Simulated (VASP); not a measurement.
# BN (P1) in VASP: further runs

The runs below take BN through single point, with PBEsol, r2SCAN.

Everything below comes from runs of VASP 6.6.1. Logs are shortened: lines on timing, memory, paths and dates and some standing lists are left out, and cuts for length are marked.

### 1 The cell of the first run

The typed cell holds 24 atoms: a = 5.105 Å, b = 5.105 Å, c = 7.657 Å, α = 60.00°, β = 60.00°, γ = 60.00°.

### 2 Single point, PBEsol

File INCAR:

```
SYSTEM = BN
ALGO = Normal
EDIFF = 1E-6
ENCUT = 520
GGA = PS
ISIF = 2
ISMEAR = -1
LASPH = .TRUE.
LCHARG = .FALSE.
LREAL = Auto
LWAVE = .FALSE.
NBANDS = 66
NELM = 100
PREC = Accurate
SIGMA = 0.112
```

File KPOINTS:

```
k-points
0
G
  4 4 2
  0 0 0
```

File POSCAR:

```
BN
1.0
    0.0000000000      3.6096491085      3.6096491085
    3.6096491085      0.0000000000      3.6096491085
    5.4144736627      5.4144736627      0.0000000000
B N
12 12
Direct
   -0.0003285638     -0.0045860413     -0.0064549210
   -0.0053427631      0.0049657181      0.3436235202
    0.0048420219      0.0126552467      0.6632125713
   -0.0199617741      0.4881654552      0.0091185225
   -0.0090601604      0.4975519631      0.3361783829
   -0.0003902041      0.4979025512      0.6732051400
    0.5135997833     -0.0010809915     -0.0043204569
    0.5057576083      0.0068066173      0.3243551653
    0.5149992268     -0.0013304617      0.6661856211
    0.4898447043      0.5072885050     -0.0019530061
    0.4775088792      0.5139730883      0.3361343343
    0.5025626994      0.5066071369      0.6696833757
    0.1239141220      0.1075394002      0.0904155289
    0.1451815632      0.1199231524      0.4087013139
    0.1490585328      0.1076949555      0.7562217964
    0.1146313638      0.6107067290      0.0851120587
    0.1074851013      0.6114277132      0.4355013334
    0.1084299300      0.6277648968      0.7517779665
    0.6321467631      0.1275179349      0.0781320635
    0.6188298178      0.1337715898      0.4211446286
    0.6295783694      0.1479792035      0.7376624671
    0.5972435091      0.6325987461      0.0864140319
    0.6298062309      0.6288848117      0.4163515496
    0.6407183719      0.6352189454      0.7360659130
```

Potentials or basis: VASP PAW PBE potentials, release 64 (B, N).

The run is started by

```
cat potpaw_PBE.64/B/POTCAR potpaw_PBE.64/N/POTCAR > POTCAR
mpirun -np 1 vasp_std > vasp.out
```

OUTCAR:

```text
SYSTEM = BN
   EDIFF = 1E-6
   ENCUT = 520
   GGA = PS
   ISIF = 2
   ISMEAR = -1
   LASPH = .TRUE.
   LREAL = Auto
   NELM = 100
   PREC = Accurate

 ion  position               nearest neighbor table
   1  1.000  0.995  0.994-  15 1.49  19 1.53  13 1.59  16 1.60
   2  0.995  0.005  0.344-  14 1.52  20 1.57  13 1.59  17 1.64
   3  0.005  0.013  0.663-  21 1.57  15 1.58  14 1.59  18 1.61
   4  0.980  0.488  0.009-  16 1.55  13 1.59  22 1.60  18 1.61
   5  0.991  0.498  0.336-  23 1.51  16 1.57  14 1.58  17 1.58
   6  1.000  0.498  0.673-  18 1.49  17 1.49  24 1.50  15 1.63
[... 16 lines left out ...]
  23  0.630  0.629  0.416-   5 1.51   8 1.58  12 1.58  11 1.62
  24  0.641  0.635  0.736-   6 1.50   9 1.52  12 1.53  10 1.64

  LATTYP: Found a face centered orthorhombic cell.
 ALAT       =     5.1048147246
 B/A-ratio  =     1.7320508076
 C/A-ratio  =     2.4494897428

  Lattice vectors:

 A1 = (   5.4144736627,   5.4144736627,   0.0000000000)
 A2 = (   1.8048245542,   5.4144736627,  -3.6096491085)
 A3 = (   0.0000000000,   3.6096491085,   3.6096491085)

Analysis of symmetry for initial positions (statically):
=====================================================================
 Subroutine PRICEL returns:
 Original cell was already a primitive cell.

 Routine SETGRP: Setting up the symmetry group for a
 face centered orthorhombic supercell.

 Subroutine GETGRP returns: Found  1 space group operations
 (whereof  1 operations were pure point group operations)
 out of a pool of  8 trial point group operations.

The static configuration has the point symmetry C_1 .

Analysis of symmetry for dynamics (positions and initial velocities):
=====================================================================
 Subroutine PRICEL returns:
 Original cell was already a primitive cell.

 Routine SETGRP: Setting up the symmetry group for a
 face centered orthorhombic supercell.

 Subroutine GETGRP returns: Found  1 space group operations
 (whereof  1 operations were pure point group operations)
 out of a pool of  8 trial point group operations.

The dynamic configuration has the point symmetry C_1 .

 Subroutine INISYM returns: Found  1 space group operations
 (whereof  1 operations are pure point group operations),
 and found     1 'primitive' translations

----------------------------------------------------------------------------------------

                                     Primitive cell

  volume of cell :     141.0965

  direct lattice vectors                    reciprocal lattice vectors
     0.000000000  3.609649109  3.609649109    -0.138517619  0.138517619  0.138517619
     3.609649109  0.000000000  3.609649109     0.138517619 -0.138517619  0.138517619
     5.414473663  5.414473663  0.000000000     0.092345079  0.092345079 -0.092345079

  length of vectors
     5.104814725  5.104814725  7.657222087     0.239919554  0.239919554  0.159946369

  position of ions in fractional coordinates (direct lattice)
     0.999671436  0.995413959  0.993545079
     0.994657237  0.004965718  0.343623520
     0.004842022  0.012655247  0.663212571
     0.980038226  0.488165455  0.009118523
     0.990939840  0.497551963  0.336178383
     0.999609796  0.497902551  0.673205140
[... 16 lines left out ...]
     0.629806231  0.628884812  0.416351550
     0.640718372  0.635218945  0.736065913

  ion indices of the primitive-cell ions
   primitive index   ion index
                 1           1
                 2           2
                 3           3
                 4           4
                 5           5
                 6           6
[... 16 lines left out ...]
                23          23
                24          24

----------------------------------------------------------------------------------------

 KPOINTS: k-points

Automatic generation of k-mesh.
 Grid dimensions read from file:
 generate k-points for:    4    4    2

 Generating k-lattice:

  Cartesian coordinates                     Fractional coordinates (reciprocal lattice)
    -0.034629405  0.034629405  0.034629405     0.250000000  0.000000000  0.000000000
     0.034629405 -0.034629405  0.034629405     0.000000000  0.250000000  0.000000000
     0.046172540  0.046172540 -0.046172540     0.000000000  0.000000000  0.500000000

  Length of vectors
     0.059979888  0.059979888  0.079973185

  Shift w.r.t. Gamma in fractional coordinates (k-lattice)
     0.000000000  0.000000000  0.000000000

 -----------------------------------------------------------------------------
|                                                                             |
|           W    W    AA    RRRRR   N    N  II  N    N   GGGG   !!!           |
|           W    W   A  A   R    R  NN   N  II  NN   N  G    G  !!!           |
|           W    W  A    A  R    R  N N  N  II  N N  N  G       !!!           |
|           W WW W  AAAAAA  RRRRR   N  N N  II  N  N N  G  GGG   !            |
[... 62 lines left out ...]
   NUPDOWN=      -1.0000    fix difference up-down
   EMIN   =  10.00;   EMAX   =-10.00  energy-range for DOS
   EFERMI =   0.00;   METHOD = LEGACY
   ISMEAR =    -1;   SIGMA  =   0.11  broadening in eV -4-tet -1-fermi 0-gaus
   EFERMI_NEDOS =   21; number of points for ismear=-14 and -15
   IALGO  =     38    algorithm
   IMIX   =      4    mixing-type and parameters
     AMIX     =   0.40;   BMIX     =  1.00
     AMIX_MAG =   1.60;   BMIX_MAG =  1.00
  volume/ion in A,a.u.               =       5.88        39.67
  Fermi-wavevector in a.u.,A,eV,Ry     =   1.439881  2.720980 28.208365  2.073256
  Thomas-Fermi vector in A             =   2.558687
   LORBIT       =      0    0 simple, 1 ext, 2 COOP (PROOUT), +10 PAW based schemes
   GGA     = PS    functional components
   LHFCALC =     F    Hartree Fock is set to
   AEXX    =    0.0000 exact exchange contribution
   IVDW    =     0    specifies the selected vdW correction
   LEPSILON=     F    determine dielectric tensor
   LRPA    =     F    only Hartree local field effects (RPA)
 non-spin polarized calculation
  energy-cutoff  :      520.00
  volume of cell :      141.10
 maximum number of plane-waves:      3876
 NGX is ok and might be reduce to    40
   NGX = 19   NGY = 19   NGZ = 29

 number of electron      96.0000002 magnetization

 Free energy of the ion-electron system (eV)
  ---------------------------------------------------
  ext. energy  EPLUGINS =         0.00000000
  ---------------------------------------------------
  free energy    TOTEN  =      -218.40889873 eV

  energy without entropy =     -218.40889872  energy(sigma->0) =     -218.40889873

 E-fermi :   9.5940     XC(G=0): -13.0414

 val. band max:        7.6130229251   @ k =   0.0000   0.0000   0.0000
 cond. band min:      11.6201505369   @ k =   0.0000   0.0000   0.5000
 fundamental gap:      4.0071276118
 Fermi energy:         9.5939969537

 k-point     1 :       0.0000    0.0000    0.0000
  band No.  band energies     occupation
      1     -12.9152      2.00000
      2     -10.4619      2.00000
      3     -10.2638      2.00000
      4      -8.8123      2.00000
      5      -8.6284      2.00000
      6      -8.4660      2.00000
[... 52 lines left out ...]
     59      16.3971      0.00000
     60      17.0358      0.00000

 k-point     2 :       0.2500    0.0000    0.0000
  band No.  band energies     occupation
      1     -12.5368      2.00000
      2     -10.6307      2.00000
      3      -9.7770      2.00000
      4      -9.5064      2.00000
      5      -9.1075      2.00000
      6      -9.0430      2.00000
[... 52 lines left out ...]
     59      16.7814      0.00000
     60      17.0032      0.00000

 k-point     3 :       0.5000    0.0000    0.0000
  band No.  band energies     occupation
      1     -11.5469      2.00000
      2     -11.3185      2.00000
      3     -10.3276      2.00000
      4      -9.9785      2.00000
      5      -9.2021      2.00000
      6      -9.0288      2.00000
[... 1007 lines left out ...]
      6      -8.9308      2.00000
[... 52 lines left out ...]
     59      16.8993      0.00000
     60      17.0185      0.00000

 k-point    20 :       0.5000    0.5000    0.5000
  band No.  band energies     occupation
      1     -11.6582      2.00000
      2     -11.5247      2.00000
      3      -9.4347      2.00000
      4      -9.2963      2.00000
      5      -9.2566      2.00000
      6      -8.9924      2.00000
[... 52 lines left out ...]
     59      16.9289      0.00000
     60      16.9903      0.00000
 [bands above 60 left out]

------------------------ aborting loop because EDIFF is reached ----------------------------------------

  FORCE on cell =-STRESS in cart. coord.  units (eV):
  Direction    XX          YY          ZZ          XY          YZ          ZX
  --------------------------------------------------------------------------------------
  -------------------------------------------------------------------------------------
  Total        1.8633001      1.0702754      0.4249358      0.0586979      0.4227166     -0.3934076
  in kB       21.1581249     12.1531793      4.8252261      0.6665260      4.8000272     -4.4672176
  external PRESSURE =      12.7121768 kB  Pullay stress =       0.0000000 kB

 VOLUME and BASIS-vectors are now :
 -----------------------------------------------------------------------------
  energy-cutoff  :      520.00
  volume of cell :      141.10
      direct lattice vectors                 reciprocal lattice vectors
     0.000000000  3.609649109  3.609649109    -0.138517619  0.138517619  0.138517619
     3.609649109  0.000000000  3.609649109     0.138517619 -0.138517619  0.138517619
     5.414473663  5.414473663  0.000000000     0.092345079  0.092345079 -0.092345079

 POSITION                                       TOTAL-FORCE (eV/Angst)
 -----------------------------------------------------------------------------------
      8.97262      8.98799      7.20156         0.781910      2.403543     -0.259835
      1.87846      5.45090      3.60829        -1.942594     -0.839417     -0.848803
      3.63663      3.60843      0.06316        -1.091784      0.770116     -0.552797
      1.81148      3.58697      5.29970        -0.595406      0.172762      0.883986
      3.61622      5.39717      5.37293        -0.343587      0.659927      0.878919
      5.44231      7.25329      5.40549        -1.099887      0.364542     -0.187518
[... 16 lines left out ...]
      4.52438      4.52770      4.54343         0.121930     -1.796006     -1.156007
      6.27833      6.29818      4.60569         2.144514      1.229703     -3.264271
 -----------------------------------------------------------------------------------
    total drift:                                0.003979     -0.000981      0.005368

  FREE ENERGIE OF THE ION-ELECTRON SYSTEM (eV)
  ---------------------------------------------------
  free  energy   TOTEN  =      -218.4088987325 eV

  energy  without entropy=     -218.4088987234  energy(sigma->0) =     -218.40889873
```

It took 4.9 min on 1 thread of Intel Xeon 6975P-C (Granite Rapids), shared host; peak memory 0.34 GiB.

What came out:

* Free energy: -218.4089 eV
* Pressure: 1.3 GPa
* Largest force: 4.095 eV/Å
* Band gap on the k mesh: 4.01 eV

Forces on the atoms (eV/Å):
```
B    0.782  2.404 -0.260
B   -1.943 -0.839 -0.849
B   -1.092  0.770 -0.553
B   -0.595  0.173  0.884
B   -0.344  0.660  0.879
B   -1.100  0.365 -0.188
B    1.049 -1.687 -1.039
B    0.293  1.757  0.098
B    0.274 -1.223  0.346
B   -0.696 -0.265 -0.340
B   -0.263  1.514 -0.236
B   -0.195 -2.057  0.129
N    0.531 -0.892  0.995
N    2.266 -0.530 -1.388
N    0.507 -3.056 -0.498
N    0.823 -0.122  1.135
N   -1.302 -1.454  3.114
N    0.925  2.097  1.660
N   -0.150 -0.720 -0.149
N   -1.049 -0.642  0.876
N   -0.177  2.675 -1.420
N   -0.810  1.639  1.225
N    0.122 -1.796 -1.156
N    2.145  1.230 -3.264
```

Stress tensor (GPa, compression positive):
```
 2.12  0.07 -0.45
 0.07  1.22  0.48
-0.45  0.48  0.48
```

Levels at points of the mesh, in eV from the valence-band top:
| k point | band 44 | band 45 | band 46 | band 47 | band 48 | band 49 | band 50 | band 51 | band 52 | band 53 |
| --- | --- | --- | --- | --- | --- | --- | --- | --- | --- | --- |
| (0.00, 0.00, 0.00) | -1.54 | -1.37 | -0.27 | -0.16 | 0.00 | 4.03 | 5.70 | 5.76 | 5.77 | 6.06 |
| (0.50, 0.00, 0.00) | -2.53 | -1.43 | -1.41 | -1.15 | -0.86 | 6.12 | 6.41 | 6.96 | 7.12 | 8.11 |
| (0.00, 0.50, 0.00) | -2.47 | -1.45 | -1.40 | -1.27 | -1.11 | 6.18 | 6.23 | 6.96 | 7.12 | 8.13 |
| (0.50, 0.50, 0.00) | -2.42 | -2.23 | -2.10 | -1.25 | -1.00 | 6.28 | 6.37 | 7.08 | 7.15 | 7.49 |
| (0.00, 0.00, 0.50) | -1.91 | -0.94 | -0.86 | -0.70 | -0.49 | 4.01 | 4.07 | 5.80 | 5.84 | 8.18 |
| (0.50, 0.00, 0.50) | -2.27 | -2.13 | -1.99 | -1.59 | -1.28 | 6.83 | 6.95 | 6.98 | 7.24 | 7.47 |
| (0.00, 0.50, 0.50) | -2.34 | -2.21 | -1.99 | -1.77 | -1.52 | 6.83 | 6.96 | 7.12 | 7.18 | 7.24 |
| (0.50, 0.50, 0.50) | -2.16 | -1.93 | -1.55 | -1.21 | -1.13 | 6.47 | 6.69 | 7.90 | 7.98 | 8.12 |

Caveat: the k points lie up to 0.50 Å⁻¹ apart; the atoms stand as in a frame of molecular dynamics; the PAW data sets were made with another functional, which shifts forces and pressure a little. A k mesh can miss the band edges.

### 3 Single point, r2SCAN

File POSCAR:

```
BN
1.0
    0.0000000000      3.6096491085      3.6096491085
    3.6096491085      0.0000000000      3.6096491085
    5.4144736627      5.4144736627      0.0000000000
B N
12 12
Direct
   -0.0071903111      0.0049635018     -0.0018481021
   -0.0012071810     -0.0038196233      0.3302179697
    0.0047551713      0.0014578979      0.6601697086
   -0.0048278931      0.4979306703      0.0061418712
    0.0052524496      0.5038155913      0.3294437486
   -0.0000862965      0.5018807772      0.6658328629
    0.5061104127      0.0034061483     -0.0034005152
    0.4862985147      0.0041225614      0.3363946550
    0.4976158197      0.0051715553      0.6678496794
    0.4958016545      0.5037858100     -0.0016605492
    0.4949055840      0.4999969376      0.3353115396
    0.5105235840      0.5040916569      0.6617782675
    0.1229190114      0.1250984476      0.0866790623
    0.1296982022      0.1199166420      0.4134036177
    0.1249863869      0.1262405254      0.7494366494
    0.1202824671      0.6215436550      0.0823449384
    0.1191284768      0.6282203427      0.4157678364
    0.1345452107      0.6146004593      0.7514457089
    0.6285917084      0.1273507441      0.0811152713
    0.6246663962      0.1352540054      0.4156641329
    0.6237649235      0.1260930041      0.7509933104
    0.6259379879      0.6207072856      0.0878006856
    0.6263263913      0.6211427850      0.4169067283
    0.6279696258      0.6285666368      0.7501248049
```

File INCAR.step1:

```
ALGO     = Normal         # electronic algorithm
EDIFF    = 1E-4           # SCF threshold, eV
ENCUT    = 520            # plane-wave cutoff, eV
GGA      = PE             # functional
ISMEAR   = -1             # smearing method
LASPH    = T              # aspherical terms in the spheres
LCHARG   = F              # write CHGCAR
LREAL    = Auto         
LWAVE    = T              # write WAVECAR
NBANDS   = 66             # bands
NELM     = 80             # most SCF steps
PREC     = Accurate       # precision mode
SIGMA    = 0.02           # smearing width, eV
```

File INCAR.step2:

```
ALGO     = Normal         # electronic algorithm
EDIFF    = 1E-7           # SCF threshold, eV
ENCUT    = 520            # plane-wave cutoff, eV
ISIF     = 2              # what is computed and relaxed
ISMEAR   = -1             # smearing method
ISTART   = 1            
LASPH    = T              # aspherical terms in the spheres
LCHARG   = F              # write CHGCAR
LMIXTAU  = T            
LREAL    = Auto         
LWAVE    = F              # write WAVECAR
METAGGA  = R2SCAN         # meta-GGA
NBANDS   = 66             # bands
NELM     = 80             # most SCF steps
PREC     = Accurate       # precision mode
SIGMA    = 0.02           # smearing width, eV
```

File KPOINTS:

```
k-points
0
Gamma
  4 4 2
```

Potentials or basis: VASP PAW PBE potentials, release 64 (B, N).

The run is started by

```
cat potpaw_PBE.64/B/POTCAR potpaw_PBE.64/N/POTCAR > POTCAR
cp INCAR.step1 INCAR
mpirun -np 1 vasp_std > vasp.out
cp INCAR.step2 INCAR
mpirun -np 1 vasp_std > vasp.out
```

Run time: 12 min. Hardware: 1 thread of Intel Xeon 6975P-C (Granite Rapids), shared host; peak memory 0.37 GiB.

It converged, with:

| Quantity | Value |
| --- | --- |
| Free energy | -229.5939 eV |
| Pressure | 2.0 GPa |
| Largest force | 2.367 eV/Å |
| Band gap on the k mesh | 4.79 eV |

Forces on the atoms (eV/Å):
```
B   -0.212  0.994  0.417
B    0.950  0.045  0.492
B    0.411  0.922 -0.964
B   -1.163 -0.424  0.187
B   -0.135 -0.513 -1.241
B    0.172  0.580  0.099
B    0.325  0.104 -1.011
B   -1.314  1.310  1.470
B   -0.302  0.019  0.225
B   -0.009  0.648  0.199
B    0.015  0.193  0.730
B    0.364  0.008 -1.400
N   -1.208 -0.378  0.047
N    1.187 -0.528 -0.176
N   -0.280 -0.445 -0.097
N    0.932  0.676  1.385
N   -0.358  0.605  0.057
N    0.887 -1.336  0.500
N    0.539 -0.544 -0.824
N   -0.803 -0.002 -1.907
N   -0.609  0.341  0.831
N    0.102 -1.508  0.252
N    0.631 -0.324  0.826
N   -0.125 -0.444 -0.093
```

Stress tensor (GPa, compression positive):
```
 2.00 -0.03 -0.06
-0.03  2.00  0.09
-0.06  0.09  1.91
```

Levels at points of the mesh, in eV from the valence-band top:
```tsv
k point	band 45	band 46	band 47	band 48	band 49	band 50	band 51	band 52
(0.00, 0.00, 0.00)	-1.54	-0.26	-0.15	0.00	4.80	6.48	6.55	6.77
(0.50, 0.00, 0.00)	-1.43	-1.34	-1.20	-1.17	7.07	7.13	7.93	8.07
(0.00, 0.50, 0.00)	-1.47	-1.41	-1.33	-1.16	7.09	7.09	7.94	7.98
(0.50, 0.50, 0.00)	-2.37	-2.26	-1.29	-1.04	7.22	7.25	8.07	8.21
(0.00, 0.00, 0.50)	-0.89	-0.78	-0.69	-0.58	4.79	4.80	6.60	6.71
(0.50, 0.00, 0.50)	-2.36	-2.15	-1.56	-1.47	7.87	7.97	8.03	8.08
(0.00, 0.50, 0.50)	-2.34	-2.18	-1.67	-1.58	7.81	7.90	7.95	7.98
(0.50, 0.50, 0.50)	-1.97	-1.64	-1.34	-1.27	7.40	7.58	8.86	9.00
```

Caveat: the k points lie up to 0.50 Å⁻¹ apart; the atoms stand as in a frame of molecular dynamics; the PAW data sets were made with another functional, which shifts forces and pressure a little. r2SCAN opens gaps a little over a GGA but as a rule still falls short of measured ones.
